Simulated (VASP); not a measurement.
# KMgF3 (Pm-3m) in VASP: further runs, part 2 of 3

VASP 6.6.1. Earlier steps stand in the parts before.

### Step 3. Relaxation of cell and atoms, PBE, target pressure 20 GPa, at which the enthalpy is minimised

File INCAR:

```
SYSTEM = KMgF3
ALGO     = Normal         ! electronic algorithm
EDIFF    = 1E-6           ! SCF threshold, eV
EDIFFG   = -0.05          ! ionic threshold
ENCUT    = 600            ! plane-wave cutoff, eV
GGA      = PE             ! functional
IBRION   = 2              ! ionic algorithm
ISIF     = 3              ! what is computed and relaxed
ISMEAR   = 0              ! smearing method
LASPH    = .True.         ! aspherical terms in the spheres
LCHARG   = .False.        ! write CHGCAR
LREAL    = .False.        ! projectors in reciprocal space
LWAVE    = .False.        ! write WAVECAR
NELM     = 80             ! most SCF steps
NSW      = 80             ! ionic steps
PREC     = Accurate       ! precision mode
PSTRESS  = 200.0        
SIGMA    = 0.01           ! smearing width, eV
```

File KPOINTS:

```
k-points
0
Gamma
  5 5 5
  0 0 0
```

File POSCAR:

```
KMgF3
1.0
    3.9859000000      0.0000000000      0.0000000000
    0.0000000000      3.9859000000      0.0000000000
    0.0000000000      0.0000000000      3.9859000000
K Mg F
1 1 3
Direct
    0.5000000000      0.5000000000      0.5000000000
    0.0000000000      0.0000000000      0.0000000000
    0.5000000000      0.0000000000      0.0000000000
    0.0000000000      0.5000000000      0.0000000000
    0.0000000000      0.0000000000      0.5000000000
```

Potentials or basis: VASP PAW PBE potentials, release 64 (K_sv, Mg, F).

Run with:

```sh
$ cat potpaw_PBE.64/K_sv/POTCAR potpaw_PBE.64/Mg/POTCAR potpaw_PBE.64/F/POTCAR > POTCAR
$ mpirun -np 1 vasp_std > vasp.out
```

OUTCAR:

```text
SYSTEM = KMgF3
   EDIFF = 1E-6
   EDIFFG = -0.05
   ENCUT = 600
   GGA = PE
   IBRION = 2
   ISIF = 3
   ISMEAR = 0
   LASPH = .True.
   LREAL = .False.
   NELM = 80
   NSW = 80
   PREC = Accurate
   PSTRESS = 200.0

 ion  position               nearest neighbor table
   1  0.500  0.500  0.500-   3 2.82   4 2.82   5 2.82   3 2.82   4 2.82   3 2.82   5 2.82   3 2.82
                             4 2.82   5 2.82   4 2.82   5 2.82   2 3.45   2 3.45   2 3.45   2 3.45
   2  0.000  0.000  0.000-   3 1.99   4 1.99   5 1.99   5 1.99   4 1.99   3 1.99   1 3.45   1 3.45
                             1 3.45   1 3.45   1 3.45   1 3.45   1 3.45   1 3.45
   3  0.500  0.000  0.000-   2 1.99   2 1.99   1 2.82   1 2.82   1 2.82   1 2.82
   4  0.000  0.500  0.000-   2 1.99   2 1.99   1 2.82   1 2.82   1 2.82   1 2.82
   5  0.000  0.000  0.500-   2 1.99   2 1.99   1 2.82   1 2.82   1 2.82   1 2.82

  LATTYP: Found a simple cubic cell.
 ALAT       =     3.9859000000

  Lattice vectors:

 A1 = (   3.9859000000,   0.0000000000,   0.0000000000)
 A2 = (   0.0000000000,   3.9859000000,   0.0000000000)
 A3 = (   0.0000000000,   0.0000000000,   3.9859000000)

Analysis of symmetry for initial positions (statically):
=====================================================================
 Subroutine PRICEL returns:
 Original cell was already a primitive cell.

 Routine SETGRP: Setting up the symmetry group for a
 simple cubic supercell.

 Subroutine GETGRP returns: Found 48 space group operations
 (whereof 48 operations were pure point group operations)
 out of a pool of 48 trial point group operations.

The static configuration has the point symmetry O_h .

Analysis of symmetry for dynamics (positions and initial velocities):
=====================================================================
 Subroutine PRICEL returns:
 Original cell was already a primitive cell.

 Routine SETGRP: Setting up the symmetry group for a
 simple cubic supercell.

 Subroutine GETGRP returns: Found 48 space group operations
 (whereof 48 operations were pure point group operations)
 out of a pool of 48 trial point group operations.

The dynamic configuration has the point symmetry O_h .

[... 92 lines left out ...]
   NSW    =     80    number of steps for IOM
   IBRION =      2    ionic relax: 0-MD 1-quasi-New 2-CG
   NFREE  =      1    steps in history (QN), initial steepest desc. (CG)
   ISIF   =      3    stress and relaxation
   ISYM   =      2    0-nonsym 1-usesym 2-fastsym
   POTIM  = 0.5000    time-step for ionic-motion
   TEBEG  =    0.0;   TEEND  =   0.0 temperature during run
   PSTRESS=  200.0 pullay stress
   NELECT =      32.0000    total number of electrons
   NUPDOWN=      -1.0000    fix difference up-down
   EMIN   =  10.00;   EMAX   =-10.00  energy-range for DOS
   EFERMI =   0.00;   METHOD = LEGACY
   ISMEAR =     0;   SIGMA  =   0.01  broadening in eV -4-tet -1-fermi 0-gaus
   EFERMI_NEDOS =   21; number of points for ismear=-14 and -15
   IALGO  =     38    algorithm
   IMIX   =      4    mixing-type and parameters
     AMIX     =   0.40;   BMIX     =  1.00
     AMIX_MAG =   1.60;   BMIX_MAG =  1.00
  volume/ion in A,a.u.               =      12.67        85.47
  Fermi-wavevector in a.u.,A,eV,Ry     =   1.303962  2.464132 23.134232  1.700318
  Thomas-Fermi vector in A             =   2.434930
   LORBIT       =      0    0 simple, 1 ext, 2 COOP (PROOUT), +10 PAW based schemes
   GGA     = PE    functional components
   LHFCALC =     F    Hartree Fock is set to
   AEXX    =    0.0000 exact exchange contribution
   IVDW    =     0    specifies the selected vdW correction
   LEPSILON=     F    determine dielectric tensor
   LRPA    =     F    only Hartree local field effects (RPA)
 conjugate gradient relaxation of ions
 non-spin polarized calculation
 Gauss-broadening in eV      SIGMA  =   0.01
  energy-cutoff  :      600.00
  volume of cell :       63.33
 maximum number of plane-waves:      2139
 NGX is ok and might be reduce to    32
   NGX = 15   NGY = 15   NGZ = 15

--------------------------------------- Ionic step        1  -------------------------------------------

 number of electron      32.0000010 magnetization

 Free energy of the ion-electron system (eV)
  ---------------------------------------------------
  ext. energy  EPLUGINS =         0.00000000
  ---------------------------------------------------
  free energy    TOTEN  =       -24.42202092 eV

  energy without entropy =      -24.42202092  energy(sigma->0) =      -24.42202092

 E-fermi :  -1.5856     XC(G=0):  -9.6841

 val. band max:       -1.6671887246   @ k =   0.4000   0.4000   0.4000
 cond. band min:       5.7022837993   @ k =   0.0000   0.0000   0.0000
 fundamental gap:      7.3694725239
 Fermi energy:        -1.5855932131

 k-point     1 :       0.0000    0.0000    0.0000
  band No.  band energies     occupation
      1     -27.2554      2.00000
      2     -21.7237      2.00000
      3     -21.0692      2.00000
      4     -21.0692      2.00000
      5     -10.7480      2.00000
      6     -10.7480      2.00000
[... 300 lines left out ...]
--------------------------------------- Ionic step        3  -------------------------------------------

 number of electron      32.0000028 magnetization

 Free energy of the ion-electron system (eV)
  ---------------------------------------------------
  ext. energy  EPLUGINS =         0.00000000
  ---------------------------------------------------
  free energy    TOTEN  =       -23.84550425 eV

  energy without entropy =      -23.84550425  energy(sigma->0) =      -23.84550425

 E-fermi :  -0.7858     XC(G=0): -10.4460

 val. band max:       -0.8557994008   @ k =   0.4000   0.4000   0.4000
 cond. band min:       7.7645352687   @ k =   0.0000   0.0000   0.0000
 fundamental gap:      8.6203346696
 Fermi energy:        -0.7857840574

 k-point     1 :       0.0000    0.0000    0.0000
  band No.  band energies     occupation
      1     -26.1768      2.00000
      2     -21.3113      2.00000
      3     -20.4548      2.00000
      4     -20.4548      2.00000
      5      -9.6891      2.00000
      6      -9.6891      2.00000
[... 255 lines left out ...]
  energy  without entropy=      -23.8455042534  energy(sigma->0) =      -23.84550425

  enthalpy is  TOTEN    =       -17.0315909663 eV   P V=        6.8139132871

 reached required accuracy - stopping structural energy minimisation
```

CONTCAR:

```text
KMgF3
   1.00000000000000
     3.7933745812671917    0.0000000000000000   -0.0000000000000000
     0.0000000000000000    3.7933745812671917    0.0000000000000000
     0.0000000000000000    0.0000000000000000    3.7933745812671917
  K               Mg              F
     1     1     3
Direct
     0.5000000000000000    0.5000000000000000    0.5000000000000000
     0.0000000000000000    0.0000000000000000    0.0000000000000000
     0.5000000000000000    0.0000000000000000    0.0000000000000000
     0.0000000000000000    0.5000000000000000    0.0000000000000000
     0.0000000000000000    0.0000000000000000    0.5000000000000000

  0.00000000E+00  0.00000000E+00  0.00000000E+00
  0.00000000E+00  0.00000000E+00  0.00000000E+00
  0.00000000E+00  0.00000000E+00  0.00000000E+00
  0.00000000E+00  0.00000000E+00  0.00000000E+00
  0.00000000E+00  0.00000000E+00  0.00000000E+00
```

It took 19 s on 1 thread of Intel Xeon 6975P-C (Granite Rapids), shared host; peak memory 0.19 GiB.

What came out:

```
Free energy                                            : -23.8455 eV
Relaxed volume                                         : 10.92 Å³/atom
Relaxed cell                                           : a = 3.793 Å, b = 3.793 Å, c = 3.793 Å, α = 90.00°, β = 90.00°, γ = 90.00°
Space group after relaxing (to 0.05 Å)                 : Pm-3m (No. 221)
Energy change on relaxing (the enthalpy is what falls) : +115.3 meV/atom
Ionic steps                                            : 3
Pressure after relaxing                                : 20.0 GPa
Band gap on the k mesh                                 : 8.62 eV, indirect (least direct gap 8.85 eV)
```

Step by step:
| step | energy change (eV) | largest force (eV/Å) | pressure (GPa) | volume (Å³) |
| --- | --- | --- | --- | --- |
| 1 | 0.0000 | 0.0000 | 3.25 | 63.33 |
| 2 | 0.9715 | 0.0000 | 28.27 | 51.95 |
| 3 | 0.5765 | 0.0000 | 20.03 | 54.59 |

Final structure:
```
K Mg F
1.0
     3.79337    0.00000    0.00000
     0.00000    3.79337    0.00000
     0.00000    0.00000    3.79337
K Mg F
1 1 3
Direct
  0.50000 0.50000 0.50000
  0.00000 0.00000 0.00000
  0.50000 0.00000 0.00000
  0.00000 0.50000 0.00000
  0.00000 0.00000 0.50000
```

Levels at points of the mesh, in eV from the valence-band top:
```
           k point  band 14  band 15  band 16  band 17  band 18  band 19
(0.00, 0.00, 0.00)    -0.23    -0.23    -0.23     8.62    10.34    10.34
```

Caveat: the cell is relaxed towards a set pressure, so the enthalpy falls and the energy may rise. A k mesh can miss the band edges.

### Step 4. Relaxation of cell and atoms, PBE, target pressure 30 GPa, at which the enthalpy is minimised

File INCAR:

```
ALGO = Normal
EDIFF = 1E-6
EDIFFG = -0.05
ENCUT = 600
GGA = PE
IBRION = 2
ISIF = 3
ISMEAR = 0
LASPH = T
LCHARG = F
LREAL = F
LWAVE = F
NELM = 60
NSW = 80
PREC = Accurate
PSTRESS = 300.0
SIGMA = 0.01
```

File KPOINTS:

```
k-points
0
Gamma
  5 5 5
```

POSCAR is that of step 3.

Run with:

```sh
$ cat potpaw_PBE.64/K_sv/POTCAR potpaw_PBE.64/Mg/POTCAR potpaw_PBE.64/F/POTCAR > POTCAR
$ mpirun -np 1 vasp_std > vasp.out
```

Wall time 18 s (1 thread of Intel Xeon 6975P-C (Granite Rapids), shared host); peak memory 0.18 GiB.

The run converged. Its results:

```yaml
Free_energy: -23.3817 eV
Relaxed_volume: 10.31 Å³/atom
Relaxed_cell: a = 3.722 Å, b = 3.722 Å, c = 3.722 Å, α = 90.00°, β = 90.00°, γ = 90.00°
Space_group_after_relaxing_to_0.05_Å: Pm-3m (No. 221)
Energy_change_on_relaxing_the_enthalpy_is_what_falls: +208.1 meV/atom
Ionic_steps: 3
Pressure_after_relaxing: 29.7 GPa
Band_gap_on_the_k_mesh: 9.16 eV, indirect (least direct gap 9.37 eV)
```

The path:
```
step  energy change (eV)  largest force (eV/Å)  pressure (GPa)  volume (Å³)
   1              0.0000                0.0000            3.25        63.33
   2              2.5461                0.0000           57.34        45.85
   3              1.0403                0.0000           29.65        51.57
```

Final structure:
```yaml
crystal:
  lattice:
    - [3.72210, 0.00000, 0.00000]
    - [0.00000, 3.72210, 0.00000]
    - [0.00000, 0.00000, 3.72210]
  atoms:
    - { symbol: K, position: [0.50000, 0.50000, 0.50000] }
    - { symbol: Mg, position: [0.00000, 0.00000, 0.00000] }
    - { symbol: F, position: [0.50000, 0.00000, 0.00000] }
    - { symbol: F, position: [0.00000, 0.50000, 0.00000] }
    - { symbol: F, position: [0.00000, 0.00000, 0.50000] }
```

Levels at points of the mesh, in eV from the valence-band top:
| k point | band 12 | band 13 | band 14 | band 15 | band 16 | band 17 | band 18 | band 19 | band 20 |
| --- | --- | --- | --- | --- | --- | --- | --- | --- | --- |
| (0.00, 0.00, 0.00) | -0.77 | -0.77 | -0.21 | -0.21 | -0.21 | 9.16 | 10.40 | 10.40 | 12.80 |

Caveat: the cell is relaxed towards a set pressure, so the enthalpy falls and the energy may rise; the volume moved by over 15 % at a fixed basis, so the end points are rough. PBE gaps usually lie below the measured ones, often by a third to a half.

(Part 2 of 3 ends here.)
